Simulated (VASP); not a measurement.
AlN: dielectric tensor with r2SCAN

Crystal: AlN.

```
CELL_PARAMETERS angstrom
0.00000 2.18488 2.09748
2.18488 0.00000 2.09748
2.18488 2.18488 0.00000
ATOMIC_POSITIONS crystal
Al 0.00000 0.00000 0.00000
N 0.25000 0.25000 0.25000
```

This cell differs from its parent crystal: uniaxial z strain -4.0%.

```yaml
Program: VASP 6.6.1
Task: dielectric tensor
Functional: r2SCAN
Potentials_or_basis: VASP PAW PBE potentials, release 64 (Al, N)
Cutoff: 520 eV
k_mesh: 8 × 8 × 8
Occupations: gaussian, width 0.01 eV
Spin: no spin polarisation
Dipole_correction: no
Further_INCAR_settings: ALGO = Normal; EDIFF = 1e-08
```

* Band gap on the k mesh: 3.74 eV (least direct gap 5.15 eV)
* Electronic dielectric tensor (diagonal): 4.18, 4.18, 4.21
* Born charges (mean of the diagonal): Al +2.51; N -2.51 e

Levels at points of the mesh, in eV from the valence-band top:
```
           k point  band 1  band 2  band 3  band 4  band 5  band 6  band 7  band 8
(0.00, 0.00, 0.00)  -16.09   -0.16   -0.16    0.00    5.15   13.79   13.85   13.85
(0.50, 0.00, 0.00)  -13.95   -6.18   -0.78   -0.43    8.41   11.02   11.70   12.59
(0.50, 0.50, 0.00)  -13.16   -4.92   -2.19   -2.19    3.74    9.19   16.19   17.12
(0.50, 0.00, 0.50)  -13.35   -5.32   -1.84   -1.83    3.93    9.83   15.40   16.83
```

Electronic dielectric tensor:
```
4.18 0.00 0.00
0.00 4.18 0.00
0.00 0.00 4.21
```

Born effective charge tensors (e):
atom 1, Al
```
2.52 0.00 0.00
0.00 2.52 0.00
0.00 0.00 2.50
```
atom 2, N
```
-2.52  0.00  0.00
 0.00 -2.52  0.00
 0.00  0.00 -2.50
```

Dipole moments of the cell (e·Å, modulo the quantum): ionic 5.462, 5.462, 5.244; electronic 0.000, 0.000, 0.003

Wall time 16 min on 1 thread of AMD EPYC 9R45 (Zen 5), on a shared host, peak memory 0.26 GiB.

Caveat: the cell differs from its parent crystal (uniaxial z strain -4.0%); the structure was generated, so it needn't be the stable form of AlN. A k mesh can miss the band edges.
